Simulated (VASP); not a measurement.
# BN in VASP: further runs

Aim: see how the results for BN move with the level of theory and the settings. Levels: HSE06, PBE, r2SCAN. Tasks: single point.

Everything below comes from runs of VASP 6.6.1. Logs are shortened: lines on timing, memory, paths and dates and some standing lists are left out, and cuts for length are marked.

## (1) The cell of the first run

Symmetry: P6_3mc, No. 186, hexagonal system. The conventional cell has a = 2.544 Å, b = 2.544 Å, c = 4.355 Å, α = 90.00°, β = 90.00°, γ = 120.00°. Within 2.1 Å of B (site symmetry 3m) lie 4 N at 1.56 to 1.64 Å. N (site symmetry 3m) has 4 B at 1.56 to 1.64 Å within 2.1 Å.

## (2) Single point, HSE06 (uniaxial z strain +3.5%)

Contents of POSCAR:

```
BN
1.0
    2.5439500013      0.0000000000      0.0000000000
   -1.2719750007      2.2031253271      0.0000000000
    0.0000000000      0.0000000000      4.3546680915
B N
2 2
Direct
    0.3333333333      0.6666666667     -0.0007077894
    0.6666666667      0.3333333333      0.4992922106
    0.3333333333      0.6666666667      0.3757077894
    0.6666666667      0.3333333333      0.8757077894
```

Contents of INCAR.step1:

```
ALGO = Normal
EDIFF = 1E-5
ENCUT = 520
GGA = PE
ISIF = 2
ISMEAR = 0
LASPH = True
LREAL = False
LWAVE = True
NBANDS = 16
NELM = 100
PREC = Accurate
SIGMA = 0.01
```

Contents of INCAR.step2:

```
ALGO = Normal
EDIFF = 1E-6
ENCUT = 520
GGA = PE
HFSCREEN = 0.2079
ISIF = 2
ISMEAR = 0
ISTART = 1
LASPH = True
LCHARG = True
LELF = True
LHFCALC = True
LREAL = False
LVHAR = True
LWAVE = False
NBANDS = 16
NELM = 100
PREC = Accurate
PRECFOCK = Normal
SIGMA = 0.01
```

Contents of KPOINTS:

```
k-points
0
Gamma
  9 9 4
```

Potentials or basis: VASP PAW PBE potentials, release 64 (B, N).

On the command line:

```console
cat potpaw_PBE.64/B/POTCAR potpaw_PBE.64/N/POTCAR > POTCAR
cp INCAR.step1 INCAR
mpirun -np 1 vasp_std > vasp.out
cp INCAR.step2 INCAR
mpirun -np 1 vasp_std > vasp.out
```

OUTCAR:

```text
EDIFF = 1E-6
   ENCUT = 520
   GGA = PE
   HFSCREEN = 0.2079
   ISIF = 2
   ISMEAR = 0
   ISTART = 1
   LASPH = True
   LHFCALC = True
   LREAL = False
   NELM = 100
   PREC = Accurate
   PRECFOCK = Normal

 ion  position               nearest neighbor table
   1  0.333  0.667  0.999-   4 1.56   4 1.56   4 1.56   3 1.64
   2  0.667  0.333  0.499-   3 1.56   3 1.56   3 1.56   4 1.64
   3  0.333  0.667  0.376-   2 1.56   2 1.56   2 1.56   1 1.64
   4  0.667  0.333  0.876-   1 1.56   1 1.56   1 1.56   2 1.64

  LATTYP: Found a hexagonal cell.
 ALAT       =     2.5439500013
 C/A-ratio  =     1.7117742445

  Lattice vectors:

 A1 = (   2.5439500013,   0.0000000000,   0.0000000000)
 A2 = (  -1.2719750007,   2.2031253271,   0.0000000000)
 A3 = (   0.0000000000,   0.0000000000,   4.3546680915)

Analysis of symmetry for initial positions (statically):
=====================================================================
 Subroutine PRICEL returns:
 Original cell was already a primitive cell.

 Routine SETGRP: Setting up the symmetry group for a
 hexagonal supercell.

 Subroutine GETGRP returns: Found 12 space group operations
 (whereof  6 operations were pure point group operations)
 out of a pool of 24 trial point group operations.

The static configuration has the point symmetry C_3v.
 The point group associated with its full space group is C_6v.

Analysis of symmetry for dynamics (positions and initial velocities):
=====================================================================
 Subroutine PRICEL returns:
 Original cell was already a primitive cell.

 Routine SETGRP: Setting up the symmetry group for a
 hexagonal supercell.

 Subroutine GETGRP returns: Found 12 space group operations
 (whereof  6 operations were pure point group operations)
 out of a pool of 24 trial point group operations.

The dynamic configuration has the point symmetry C_3v.
 The point group associated with its full space group is C_6v.

 Subroutine INISYM returns: Found 12 space group operations
 (whereof  6 operations are pure point group operations),
 and found     1 'primitive' translations

----------------------------------------------------------------------------------------

                                     Primitive cell

  volume of cell :      24.4063

  direct lattice vectors                    reciprocal lattice vectors
     2.543950001  0.000000000  0.000000000     0.393089487  0.226950321  0.000000000
    -1.271975001  2.203125327  0.000000000     0.000000000  0.453900642  0.000000000
     0.000000000  0.000000000  4.354668091     0.000000000  0.000000000  0.229638627

  length of vectors
     2.543950001  2.543950001  4.354668091     0.453900642  0.453900642  0.229638627

  position of ions in fractional coordinates (direct lattice)
     0.333333333  0.666666667  0.999292211
     0.666666667  0.333333333  0.499292211
     0.333333333  0.666666667  0.375707789
     0.666666667  0.333333333  0.875707789

  ion indices of the primitive-cell ions
   primitive index   ion index
                 1           1
                 2           2
                 3           3
                 4           4

----------------------------------------------------------------------------------------

 KPOINTS: k-points

Automatic generation of k-mesh.
 Grid dimensions read from file:
 generate k-points for:    9    9    4

 Generating k-lattice:

  Cartesian coordinates                     Fractional coordinates (reciprocal lattice)
     0.043676610  0.025216702  0.000000000     0.111111111 -0.000000000  0.000000000
     0.000000000  0.050433405  0.000000000     0.000000000  0.111111111  0.000000000
     0.000000000  0.000000000  0.057409657     0.000000000  0.000000000  0.250000000

  Length of vectors
     0.050433405  0.050433405  0.057409657

  Shift w.r.t. Gamma in fractional coordinates (k-lattice)
     0.000000000  0.000000000  0.000000000

 Subroutine IBZKPT returns following result:
 ===========================================

 Found     36 irreducible k-points:

 Following reciprocal coordinates:
            Coordinates               Weight
  0.000000  0.000000  0.000000      1.000000
  0.111111  0.000000  0.000000      6.000000
  0.222222 -0.000000  0.000000      6.000000
  0.333333  0.000000  0.000000      6.000000
  0.444444 -0.000000  0.000000      6.000000
  0.111111  0.111111  0.000000      6.000000
[... 16 lines left out ...]
  0.333333  0.222222  0.250000     24.000000
  0.333333  0.333333  0.250000      4.000000
 [... further k-points ...]
   k-points           NKPTS =     36   k-points in BZ     NKDIM =    324   number of bands    NBANDS=     16
   number of dos      NEDOS =    301   number of ions     NIONS =      4
   total plane-waves  NPLWV =  12800
   dimension x,y,z NGX =    20 NGY =   20 NGZ =   32
   dimension x,y,z NGXF=    40 NGYF=   40 NGZF=   64
   ions per type =               2   2
   NGX,Y,Z   is equivalent  to a cutoff of  13.07, 13.07, 12.22 a.u.
   NGXF,Y,Z  is equivalent  to a cutoff of  26.14, 26.14, 24.43 a.u.
 SYSTEM =  unknown system
   PREC   = accura    normal or accurate (medium, high low for compatibility)
   ISTART =      1    job   : 0-new  1-cont  2-samecut
   ICHARG =      0    charge: 1-file 2-atom 10-const
   ISPIN  =      1    spin polarized calculation?
   LNONCOLLINEAR =      F non collinear calculations
   LSORBIT =      F    spin-orbit coupling
   LASPH  =      T    aspherical Exc in radial PAW
   ENCUT  =  520.0 eV  38.22 Ry    6.18 a.u.   4.73  4.73  8.10*2*pi/ulx,y,z
   NELM   =    100;   NELMIN=  2; NELMDL=  0     # of ELM steps
   EDIFF  = 0.1E-05   stopping-criterion for ELM
   LREAL  =      F    real-space projection
   EDIFFG = 0.1E-04   stopping-criterion for IOM
   NSW    =      0    number of steps for IOM
   IBRION =     -1    ionic relax: 0-MD 1-quasi-New 2-CG
   NFREE  =      0    steps in history (QN), initial steepest desc. (CG)
   ISIF   =      2    stress and relaxation
   ISYM   =      3    0-nonsym 1-usesym 2-fastsym
   POTIM  = 0.5000    time-step for ionic-motion
   TEBEG  =    0.0;   TEEND  =   0.0 temperature during run
   PSTRESS=    0.0 pullay stress
   NELECT =      16.0000    total number of electrons
   NUPDOWN=      -1.0000    fix difference up-down
   EMIN   =  10.00;   EMAX   =-10.00  energy-range for DOS
   EFERMI =   0.00;   METHOD = LEGACY
   ISMEAR =     0;   SIGMA  =   0.01  broadening in eV -4-tet -1-fermi 0-gaus
   EFERMI_NEDOS =   21; number of points for ismear=-14 and -15
   IALGO  =     38    algorithm
   IMIX   =      1    mixing-type and parameters
     AMIX     =   0.40;   BMIX     =  1.00
     AMIX_MAG =   1.60;   BMIX_MAG =  1.00
  volume/ion in A,a.u.               =       6.10        41.18
  Fermi-wavevector in a.u.,A,eV,Ry     =   1.422156  2.687485 27.518157  2.022527
  Thomas-Fermi vector in A             =   2.542890
   LORBIT       =      0    0 simple, 1 ext, 2 COOP (PROOUT), +10 PAW based schemes
   GGA     = PE    functional components
   LHFCALC =     T    Hartree Fock is set to
   PRECFOCK=normal    Normal, Fast or Accurate (Low or Medium for compatibility)
   ENCUT4O =  -1.0   cutoff for four orbital integrals eV
   NKREDX  =     1    reduce k-point grid by
   NKREDY  =     1    reduce k-point grid by
   NKREDZ  =     1    reduce k-point grid by
   AEXX    =    0.2500 exact exchange contribution
   HFSCREEN=    0.2079 screening length (either q_TF or 0.3 A-1)
   HFSCREENC=   0.2079 screening length for correlation (either q_TF or 0.3 A-1)
   ENCUTFOCK=  -1.0 apply spherical cutoff to Coloumb kernel
   IVDW    =     0    specifies the selected vdW correction
   LEPSILON=     F    determine dielectric tensor
   LRPA    =     F    only Hartree local field effects (RPA)
 non-spin polarized calculation
 Gauss-broadening in eV      SIGMA  =   0.01
  energy-cutoff  :      520.00
  volume of cell :       24.41
 maximum number of plane-waves:       670
 NGX is ok and might be reduce to    20
  NGX = 16; NGY = 16; NGZ = 28

 number of electron      16.0000003 magnetization

 Free energy of the ion-electron system (eV)
  ---------------------------------------------------
  ext. energy  EPLUGINS =         0.00000000
  ---------------------------------------------------
  free energy    TOTEN  =       -40.47282875 eV

  energy without entropy =      -40.47282875  energy(sigma->0) =      -40.47282875

 E-fermi :   6.3479     XC(G=0): -10.3586

 val. band max:        6.2950140850   @ k =   0.0000   0.0000   0.0000
 cond. band min:      12.8650056735   @ k =   0.3333   0.3333   0.0000
 fundamental gap:      6.5699915885
 Fermi energy:         6.3479284444

 k-point     1 :       0.0000    0.0000    0.0000
  band No.  band energies     occupation
      1     -15.5949      2.00000
      2     -11.6194      2.00000
      3      -5.2497      2.00000
      4       4.3466      2.00000
      5       4.3466      2.00000
      6       6.0529      2.00000
[... 8 lines left out ...]
     15      19.9443      0.00000
     16      23.9595      0.00000

 k-point     2 :       0.1111    0.0000    0.0000
  band No.  band energies     occupation
      1     -15.3060      2.00000
      2     -11.3918      2.00000
      3      -4.9532      2.00000
      4       3.0714      2.00000
      5       3.8398      2.00000
      6       5.2114      2.00000
[... 8 lines left out ...]
     15      20.7567      0.00000
     16      23.5329      0.00000

 k-point     3 :       0.2222   -0.0000    0.0000
  band No.  band energies     occupation
      1     -14.4579      2.00000
      2     -10.7634      2.00000
      3      -4.0870      2.00000
      4       0.3314      2.00000
      5       2.7966      2.00000
      6       2.7990      2.00000
[... 8 lines left out ...]
     15      22.6775      0.00000
     16      23.0963      0.00000

 k-point     4 :       0.3333    0.0000    0.0000
  band No.  band energies     occupation
      1     -13.1291      2.00000
      2      -9.9914      2.00000
      3      -2.7540      2.00000
      4      -2.3781      2.00000
      5       0.1674      2.00000
      6       1.8603      2.00000
[... 8 lines left out ...]
     15      23.7062      0.00000
     16      24.7245      0.00000

 k-point     5 :       0.4444   -0.0000    0.0000
  band No.  band energies     occupation
      1     -11.6200      2.00000
      2      -9.8129      2.00000
      3      -3.8240      2.00000
      4      -2.0220      2.00000
      5      -1.1311      2.00000
      6       1.3352      2.00000
[... 8 lines left out ...]
     15      24.2840      0.00000
     16      26.0028      0.00000

 k-point     6 :       0.1111    0.1111    0.0000
  band No.  band energies     occupation
      1     -14.7370      2.00000
      2     -10.9615      2.00000
      3      -4.3710      2.00000
      4       1.4064      2.00000
      5       2.4903      2.00000
      6       3.9279      2.00000
[... 8 lines left out ...]
     15      22.6054      0.00000
     16      23.0863      0.00000
[... 267 lines left out ...]
 k-point    21 :       0.4444    0.1111    0.2500
  band No.  band energies     occupation
      1     -10.8712      2.00000
      2      -9.9850      2.00000
      3      -4.2325      2.00000
      4      -3.0618      2.00000
      5       0.1977      2.00000
      6       1.1358      2.00000
[... 8 lines left out ...]
     15      24.3343      0.00000
     16      25.6075      0.00000

 k-point    22 :       0.2222    0.2222    0.2500
  band No.  band energies     occupation
      1     -12.0790      2.00000
      2     -10.1870      2.00000
      3      -2.6603      2.00000
      4      -1.5282      2.00000
      5      -0.0546      2.00000
      6       0.2330      2.00000
[... 8 lines left out ...]
     15      23.1511      0.00000
     16      24.2772      0.00000

 k-point    23 :       0.3333    0.2222    0.2500
  band No.  band energies     occupation
      1     -10.7663      2.00000
      2      -9.7610      2.00000
      3      -3.4737      2.00000
      4      -2.5256      2.00000
      5      -1.1822      2.00000
      6       0.6070      2.00000
[... 8 lines left out ...]
     15      23.9826      0.00000
     16      24.8720      0.00000

 k-point    24 :       0.3333    0.3333    0.2500
  band No.  band energies     occupation
      1      -9.9277      2.00000
      2      -9.9277      2.00000
      3      -2.9152      2.00000
      4      -2.4645      2.00000
      5      -2.4645      2.00000
      6      -0.4678      2.00000
[... 8 lines left out ...]
     15      24.5486      0.00000
     16      24.5486      0.00000

 [... further k-points ...]
[... 5 lines left out ...]
  --------------------------------------------------------------------------------------
  -------------------------------------------------------------------------------------
  Total       -0.8303227     -0.8303227     -5.5682310      0.0000000      0.0000000      0.0000000
  in kB      -54.5073018    -54.5073018   -365.5316570      0.0000000      0.0000000      0.0000000
  external PRESSURE =    -158.1820868 kB  Pullay stress =       0.0000000 kB

 VOLUME and BASIS-vectors are now :
 -----------------------------------------------------------------------------
  energy-cutoff  :      520.00
  volume of cell :       24.41
      direct lattice vectors                 reciprocal lattice vectors
     2.543950001  0.000000000  0.000000000     0.393089487  0.226950321  0.000000000
    -1.271975001  2.203125327  0.000000000     0.000000000  0.453900642  0.000000000
     0.000000000  0.000000000  4.354668091     0.000000000  0.000000000  0.229638627

 POSITION                                       TOTAL-FORCE (eV/Angst)
 -----------------------------------------------------------------------------------
     -0.00000      1.46875      4.35159        -0.000000     -0.000000      0.035629
      1.27198      0.73438      2.17425         0.000000     -0.000000      0.035629
     -0.00000      1.46875      1.63608        -0.000000     -0.000000     -0.035629
      1.27198      0.73438      3.81342         0.000000      0.000000     -0.035629
 -----------------------------------------------------------------------------------
    total drift:                                0.000000      0.000000     -0.000064

  FREE ENERGIE OF THE ION-ELECTRON SYSTEM (eV)
  ---------------------------------------------------
  free  energy   TOTEN  =       -40.4728287484 eV

  energy  without entropy=      -40.4728287484  energy(sigma->0) =      -40.47282875
```

It took 24 min on 1 thread of Intel Xeon 6975P-C (Granite Rapids), shared host; peak memory 0.26 GiB.

Results:

- Free energy: -40.4728 eV
- Pressure: -15.8 GPa
- Largest force: 0.036 eV/Å
- Band gap on the k mesh: 6.57 eV, indirect (least direct gap 8.92 eV)

Forces in eV/Å, atoms in the order of the input:
```
B    0.000  0.000  0.036
B    0.000  0.000  0.036
N    0.000  0.000 -0.036
N    0.000  0.000 -0.036
```

Stress tensor (GPa, compression positive):
```
 -5.45   0.00   0.00
  0.00  -5.45   0.00
  0.00   0.00 -36.55
```

Levels at points of the mesh, in eV from the valence-band top:
| k point | band 6 | band 7 | band 8 | band 9 | band 10 | band 11 |
| --- | --- | --- | --- | --- | --- | --- |
| (0.00, 0.00, 0.00) | -0.24 | 0.00 | 0.00 | 8.92 | 10.32 | 10.32 |
| (0.00, 0.00, 0.50) | -1.07 | -1.07 | -1.07 | 11.38 | 11.38 | 11.80 |

Caveat: the cell differs from its parent crystal (uniaxial z strain +3.5%); the PAW data sets were made with another functional, which shifts forces and pressure a little. A k mesh can miss the band edges.

## (3) Single point, PBE (shear xy strain +4.6%)

Contents of INCAR:

```
SYSTEM = BN
PREC = Accurate ; ENCUT = 520
EDIFF = 1E-6 ; ISMEAR = -1
SIGMA = 0.02 ; LREAL = .FALSE.
LASPH = .TRUE. ; NELM = 100
ALGO = Normal ; ISIF = 2
LWAVE = .FALSE. ; LCHARG = .FALSE.
GGA = PE ; NBANDS = 16
```

Contents of KPOINTS:

```
regular mesh
0
G
  12 12 6
  0 0 0
```

Contents of POSCAR:

```
BN
1.0
    2.5439500013      0.0587652450      0.0000000000
   -1.2210828056      2.1737427046      0.0000000000
    0.0000000000      0.0000000000      4.2078153363
B N
2 2
Direct
    0.3343967102      0.6669334366      0.0002769228
    0.6656032898      0.3330665634      0.5002769228
    0.3301790014      0.6671395730      0.3747230772
    0.6698209986      0.3328604270      0.8747230772
```

Potentials or basis: VASP PAW PBE potentials, release 64 (B, N).

On the command line:

```console
cat potpaw_PBE.64/B/POTCAR potpaw_PBE.64/N/POTCAR > POTCAR
mpirun -np 1 vasp_std > vasp.out
```

Wall time 34 s (1 thread of Intel Xeon 6975P-C (Granite Rapids), shared host); peak memory 0.2 GiB.

Results (log left out):

```
Free energy            : -34.7632 eV
Pressure               : 5.5 GPa
Largest force          : 0.045 eV/Å
Band gap on the k mesh : 5.01 eV, indirect (least direct gap 7.63 eV)
```

Forces on the atoms (eV/Å):
```
B   -0.043 -0.001  0.010
B    0.043  0.001  0.010
N   -0.039 -0.001 -0.010
N    0.039  0.001 -0.010
```

Stress tensor (GPa, compression positive):
```
  5.41 -18.89   0.00
-18.89   6.37   0.00
  0.00   0.00   4.74
```

Levels at points of the mesh, in eV from the valence-band top:
| k point | band 4 | band 5 | band 6 | band 7 | band 8 | band 9 | band 10 | band 11 | band 12 | band 13 |
| --- | --- | --- | --- | --- | --- | --- | --- | --- | --- | --- |
| (0.00, 0.00, 0.00) | -2.52 | -2.09 | -0.45 | -0.33 | 0.00 | 7.63 | 8.40 | 8.44 | 9.82 | 10.26 |
| (0.50, 0.00, 0.00) | -8.00 | -7.32 | -4.77 | -4.60 | -1.90 | 7.31 | 7.99 | 10.83 | 12.02 | 12.55 |
| (0.00, 0.50, 0.00) | -8.00 | -7.09 | -5.20 | -4.56 | -2.27 | 6.57 | 7.81 | 10.41 | 11.35 | 12.77 |
| (0.50, 0.50, 0.00) | -7.97 | -6.87 | -5.61 | -4.53 | -2.66 | 5.83 | 7.55 | 10.03 | 10.71 | 12.99 |
| (0.00, 0.00, 0.50) | -5.91 | -1.54 | -1.54 | -1.15 | -1.15 | 8.78 | 8.78 | 9.72 | 9.72 | 10.37 |
| (0.50, 0.00, 0.50) | -10.31 | -3.85 | -3.85 | -3.50 | -3.50 | 6.70 | 6.70 | 10.14 | 10.14 | 14.32 |
| (0.00, 0.50, 0.50) | -10.22 | -4.01 | -4.01 | -3.67 | -3.67 | 6.44 | 6.44 | 9.89 | 9.89 | 14.04 |
| (0.50, 0.50, 0.50) | -10.10 | -4.37 | -4.37 | -3.67 | -3.67 | 6.06 | 6.06 | 9.77 | 9.77 | 13.89 |

Caveat: the cell differs from its parent crystal (shear xy strain +4.6%).

(Part 1 of 2 ends here.)
